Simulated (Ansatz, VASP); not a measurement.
**Ni: VASP beside Ansatz**

The input INCAR:

```
PREC = Accurate
ENCUT = 520
EDIFF = 1E-7
ISMEAR = -1
SIGMA = 0.05
LREAL = F
LASPH = T
NELM = 150
ALGO = Normal
ISIF = 2
LWAVE = F
LCHARG = T
ISPIN = 2
MAGMOM = 0.667 0.667 0.676 0.676
LORBIT = 11
LMAXMIX = 4
GGA = B5
ALDAX = 1.0
AGGAX = 1.0
AGGAC = 1.0
ALDAC = 0.0
LELF = T
LVHAR = T
NBANDS = 32
```

The input KPOINTS:

```
Automatic mesh
0
Gamma
  16 16 5
```

Contents of POSCAR:

```
Ni
1.0
    2.5937857173      0.0000000000      0.0000000000
   -1.2968928587      2.2462843232      0.0000000000
    0.0000000000      0.0000000000      8.4992252401
Ni
4
Direct
    0.0000000000      0.0000000000      1.0000000000
    0.0000000000      0.0000000000      0.5000000000
    0.3333333333      0.6666666667      0.2500000000
    0.6666666667      0.3333333333      0.7500000000
```

Input for Ansatz:

```yaml
crystal:
  lattice:
    - [2.5937857173, 0.0, 0.0]
    - [-1.2968928587, 2.2462843232, 0.0]
    - [0.0, 0.0, 8.4992252401]
  atoms:
    - { symbol: Ni, position: [0.0, 0.0, 1.0], spin: 0.667 }
    - { symbol: Ni, position: [0.0, 0.0, 0.5], spin: 0.667 }
    - { symbol: Ni, position: [0.3333333333, 0.6666666667, 0.25], spin: 0.676 }
    - { symbol: Ni, position: [0.6666666667, 0.3333333333, 0.75], spin: 0.676 }
hamiltonian:
  xc: blyp
  pseudopotentials:
    kind: paw
    azcp:
      Ni: "pseudopotentials/Ni.paw.azcp"
basis:
  ecutwfc: 420
  fft_grid_basis: typed
kpoints:
  mp_grid: { grid: [16, 16, 5], shift: [0, 0, 0] }
magnetization:
  spin_polarized: true
scf:
  occupations: { method: fermi_dirac, width: 0.05 }
  lower_state_search: "off"
output:
  stress: true
  write_density: true
  write_potential: true
  elf: true
  volumetric_format: npy
```

Alike in both runs: task single point; functional BLYP; k mesh 16 × 16 × 5; occupations fermi-dirac, width 0.05 eV; collinear spin.

```csv
,VASP,Ansatz
version,VASP 6.6.1,Ansatz 0.2.0
potentials or method,"VASP PAW PBE potentials, release 64 (Ni), cutoff 520 eV","plane waves (420 eV) with PAW, scalar-relativistic"
valence electrons in the cell,40,72
```

```csv
,VASP,Ansatz,Ansatz less VASP
pressure (GPa),-10.5,-10.7,-0.23
"traceless stress, the component that is largest in VASP (GPa)",0.21,0.12,-0.090
net moment per atom (μB),0.62,0.64,+0.022
size of the moment on the site where the two differ most (μB),0.64,0.68,+0.042
```

VASP's potentials were made for PBE, not for BLYP. Site moments also hang on the region over which each program counts them. With one functional, cell and mesh, what is left measures potentials, basis and numerics. VASP's potentials hold 40 valence electrons a cell and Ansatz's 72, so a difference there can come from the potentials and not from the codes.
